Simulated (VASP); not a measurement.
# KTaO3 (P4/mmm) in VASP: further runs, part 2 of 2

VASP 6.6.1.

### 4 Single point, PBEsol

This run uses another cell than the first one, of 13.20 Å³/atom, 1.062 times its volume.

INCAR

```
PREC = Accurate
ENCUT = 520
EDIFF = 1E-7
ISMEAR = -1
SIGMA = 0.05
LREAL = F
LASPH = T
NELM = 60
ALGO = Normal
ISIF = 2
LWAVE = F
LCHARG = F
GGA = PS
NBANDS = 27
```

KPOINTS

```
Automatic mesh
0
Gamma
  6 6 6
```

POSCAR

```
KTaO3
1.0
    4.0680660000      0.0000000000      0.0000000000
    0.0000000000      4.0680660000      0.0000000000
    0.0000000000      0.0000000000      3.9883000000
Ta K O
1 1 3
Direct
    0.0000000000      0.0000000000      0.0000000000
    0.5000000000      0.5000000000      0.5000000000
    0.0000000000      0.0000000000      0.5000000000
    0.0000000000      0.5000000000      0.0000000000
    0.5000000000      0.0000000000      0.0000000000
```

Potentials or basis: VASP PAW PBE potentials, release 64 (Ta_pv, K_sv, O).

Run with:

```bash
> cat potpaw_PBE.64/Ta_pv/POTCAR potpaw_PBE.64/K_sv/POTCAR potpaw_PBE.64/O/POTCAR > POTCAR
> mpirun -np 1 vasp_std > vasp.out
```

OUTCAR:

```text
PREC = Accurate
   ENCUT = 520
   EDIFF = 1E-7
   ISMEAR = -1
   LREAL = F
   LASPH = T
   NELM = 60
   ISIF = 2
   GGA = PS

 ion  position               nearest neighbor table
   1  0.000  0.000  0.000-   3 1.99   3 1.99   5 2.03   4 2.03   4 2.03   5 2.03   2 3.50   2 3.50
                             2 3.50   2 3.50   2 3.50   2 3.50   2 3.50   2 3.50
   2  0.500  0.500  0.500-   4 2.85   5 2.85   4 2.85   5 2.85   5 2.85   5 2.85   4 2.85   4 2.85
                             3 2.88   3 2.88   3 2.88   3 2.88   1 3.50   1 3.50   1 3.50   1 3.50
   3  0.000  0.000  0.500-   1 1.99   1 1.99   2 2.88   2 2.88   2 2.88   2 2.88
[... 926 lines left out ...]
  -------------------------------------------------------------------------------------
  Total       -3.7803118     -3.7803118     -1.0796748      0.0000000      0.0000000      0.0000000
  in kB      -91.7644366    -91.7644366    -26.2083551      0.0000000      0.0000000      0.0000000
  external PRESSURE =     -69.9124095 kB  Pullay stress =       0.0000000 kB

 VOLUME and BASIS-vectors are now :
 -----------------------------------------------------------------------------
  energy-cutoff  :      520.00
  volume of cell :       66.00
      direct lattice vectors                 reciprocal lattice vectors
     4.068066000  0.000000000  0.000000000     0.245817054  0.000000000  0.000000000
     0.000000000  4.068066000  0.000000000     0.000000000  0.245817054  0.000000000
     0.000000000  0.000000000  3.988300000     0.000000000  0.000000000  0.250733395

 POSITION                                       TOTAL-FORCE (eV/Angst)
 -----------------------------------------------------------------------------------
      0.00000      0.00000      0.00000         0.000000      0.000000      0.000000
      2.03403      2.03403      1.99415         0.000000      0.000000      0.000000
      0.00000      0.00000      1.99415         0.000000      0.000000      0.000000
      0.00000      2.03403      0.00000         0.000000      0.000000      0.000000
      2.03403      0.00000      0.00000         0.000000      0.000000      0.000000
 -----------------------------------------------------------------------------------
    total drift:                                0.000000     -0.000000      0.000000

  FREE ENERGIE OF THE ION-ELECTRON SYSTEM (eV)
  ---------------------------------------------------
  free  energy   TOTEN  =       -42.8485176436 eV

  energy  without entropy=      -42.8485176432  energy(sigma->0) =      -42.84851764
```

OSZICAR:

```text
N       E                     dE             d eps       ncg     rms          rms(c)
DAV:   1     0.318741969065E+03    0.31874E+03   -0.20759E+04  2160   0.141E+03
DAV:   2    -0.312869887738E+02   -0.35003E+03   -0.34002E+03  2567   0.402E+02
DAV:   3    -0.501985460744E+02   -0.18912E+02   -0.18822E+02  3023   0.900E+01
DAV:   4    -0.508122971693E+02   -0.61375E+00   -0.61269E+00  3597   0.106E+01
DAV:   5    -0.508159319175E+02   -0.36347E-02   -0.36344E-02  2828   0.820E-01    0.314E+01
DAV:   6    -0.431990418577E+02    0.76169E+01   -0.32053E+01  2528   0.372E+01    0.123E+01
DAV:   7    -0.429412355192E+02    0.25781E+00   -0.18481E+00  2773   0.858E+00    0.869E+00
DAV:   8    -0.428742567318E+02    0.66979E-01   -0.47455E-01  2615   0.552E+00    0.277E+00
DAV:   9    -0.428510562752E+02    0.23200E-01   -0.40739E-02  2687   0.158E+00    0.461E-01
DAV:  10    -0.428486226168E+02    0.24337E-02   -0.18696E-02  2816   0.858E-01    0.119E-01
DAV:  11    -0.428484991553E+02    0.12346E-03   -0.16145E-03  2839   0.243E-01    0.307E-02
DAV:  12    -0.428485117134E+02   -0.12558E-04   -0.58366E-05  2815   0.640E-02    0.130E-02
DAV:  13    -0.428485176939E+02   -0.59805E-05   -0.90998E-06  2971   0.216E-02    0.566E-03
DAV:  14    -0.428485176436E+02    0.50261E-07   -0.30042E-07  2652   0.365E-03
   1 F= -.42848518E+02 E0= -.42848518E+02  d E =-.405416E-09
```

stdout:

```text
POSCAR found type information on POSCAR TaK O
 POSCAR found :  3 types and       5 ions
 scaLAPACK will be used
 -----------------------------------------------------------------------------
|                                                                             |
|                                                                             |
|     You enforced a specific xc type in the INCAR file but a different       |
|     I HOPE YOU KNOW WHAT YOU ARE DOING!                                     |
|                                                                             |
 -----------------------------------------------------------------------------

 LDA part: xc-table for (Slater+PW92), standard interpolation
 POSCAR, INCAR and KPOINTS ok, starting setup
 FFT: planning ... GRIDC
 FFT: planning ... GRID_SOFT
 FFT: planning ... GRID
 WAVECAR not read
 entering main loop
```

It took 49 s on 1 thread of Intel Xeon 6975P-C (Granite Rapids), shared host; peak memory 0.21 GiB.

Results:

```yaml
Free_energy: -42.8485 eV
Pressure: -7.0 GPa
Band_gap_on_the_k_mesh: 1.97 eV, indirect (least direct gap 2.60 eV)
```

Caveat: the PAW data sets were made with another functional, which shifts forces and pressure a little; spin-orbit coupling is left out, which moves the levels of the heavy elements. PBEsol gaps usually lie below the measured ones, often by a third to a half.

### 5 Single point, PBEsol

This run uses another cell than the first one, of 13.72 Å³/atom, 1.104 times its volume.

INCAR

```
ALGO = Normal
EDIFF = 1E-6
ENCUT = 520
GGA = PS
ISIF = 2
ISMEAR = -1
LASPH = True
LCHARG = False
LREAL = False
LWAVE = False
NBANDS = 27
NELM = 100
PREC = Accurate
SIGMA = 0.05
```

KPOINTS

```
k-points
0
Gamma
  6 6 6
```

Changes to POSCAR since step 4:

```diff
@@ -2,4 +2,4 @@
 1.0
-    4.0680660000      0.0000000000      0.0000000000
-    0.0000000000      4.0680660000      0.0000000000
+    4.1478320000      0.0000000000      0.0000000000
+    0.0000000000      4.1478320000      0.0000000000
     0.0000000000      0.0000000000      3.9883000000
```

Run with:

```bash
> cat potpaw_PBE.64/Ta_pv/POTCAR potpaw_PBE.64/K_sv/POTCAR potpaw_PBE.64/O/POTCAR > POTCAR
> mpirun -np 1 vasp_std > vasp.out
```

It took 37 s on 1 thread of Intel Xeon 6975P-C (Granite Rapids), shared host; peak memory 0.22 GiB.

Results (log left out):

```
Free energy            : -42.6393 eV
Pressure               : -12.7 GPa
Band gap on the k mesh : 1.85 eV, indirect (least direct gap 2.49 eV)
```

Stress tensor (GPa, compression positive):
```
-16.47   0.00   0.00
  0.00 -16.47   0.00
  0.00   0.00  -5.10
```

Levels at points of the mesh, in eV from the valence-band top:
```
           k point  band 17  band 18  band 19  band 20  band 21  band 22
(0.00, 0.00, 0.00)    -0.66    -0.66    -0.64     1.85     1.89     1.89
(0.50, 0.00, 0.00)    -1.40    -0.96    -0.83     2.01     4.29     4.29
(0.50, 0.50, 0.00)    -1.66    -1.66    -0.05     4.32     4.32     5.41
(0.00, 0.00, 0.50)    -1.33    -0.82    -0.82     2.01     4.76     4.76
(0.50, 0.00, 0.50)    -1.28    -1.26    -0.09     4.33     4.78     5.77
(0.50, 0.50, 0.50)    -0.05    -0.05     0.00     5.52     5.86     5.86
```

Caveat: the PAW data sets were made with another functional, which shifts forces and pressure a little; spin-orbit coupling is left out, which moves the levels of the heavy elements. A k mesh can miss the band edges.

### 6 The runs side by side

| cell | gap on the mesh (eV) | pressure (GPa) |
| --- | --- | --- |
| a = 3.948, b = 3.948, c = 3.988 Å, 5 atoms | 2.12 | 4.6 |
| a = 4.028, b = 4.028, c = 3.988 Å, 5 atoms | 2.02 | -3.6 |
| a = 4.068, b = 4.068, c = 3.988 Å, 5 atoms | 1.97 | -7.0 |
| a = 4.148, b = 4.148, c = 3.988 Å, 5 atoms | 1.85 | -12.7 |

Alike in all rows: task single point; level PBEsol; potentials or basis VASP PAW PBE potentials, release 64 (Ta_pv, K_sv, O); no spin polarisation; k mesh 6 × 6 × 6; cutoff (eV) 520; smearing fermi-dirac 0.05 eV.

Caveats: the PAW data sets were made with another functional, which shifts forces and pressure a little; spin-orbit coupling is left out, which moves the levels of the heavy elements.

Absolute energies hang on the potentials; compare differences alone.
